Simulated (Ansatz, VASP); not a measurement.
## AlCo in VASP and in Ansatz

```xyz
2
Lattice="2.8194 0.0000 0.0000 0.0000 2.8194 0.0000 0.0000 0.0000 2.8194" Properties=species:S:1:pos:R:3 pbc="T T T"
Al    0.0000    0.0000    0.0000
Co    1.4097    1.4097    1.4097
```

Alike in both runs: task single point; functional PBE; k mesh 18 × 18 × 18; occupations gaussian, width 0.15 eV; collinear spin.

|  | VASP | Ansatz |
| --- | --- | --- |
| version | VASP 6.6.1 | Ansatz 0.2.0 |
| potentials or method | VASP PAW PBE potentials, release 64 (Al, Co), cutoff 520 eV | scalar-relativistic, plane waves, PAW |
| valence electrons in the cell | 12 | 20 |

```tsv
	VASP	Ansatz	Ansatz less VASP
gap on the k mesh at the Fermi level (eV)	none	none	-
pressure (GPa)	6.6	6.7	+0.01
net moment per atom (μB)	0.00	0.00	0.000
```

A gap of «none» marks a metal or a gap that the smearing closes. VASP's potentials hold 12 valence electrons a cell and Ansatz's 20, so a difference there can come from the potentials and not from the codes. Ansatz's warnings: seeded moment not kept.
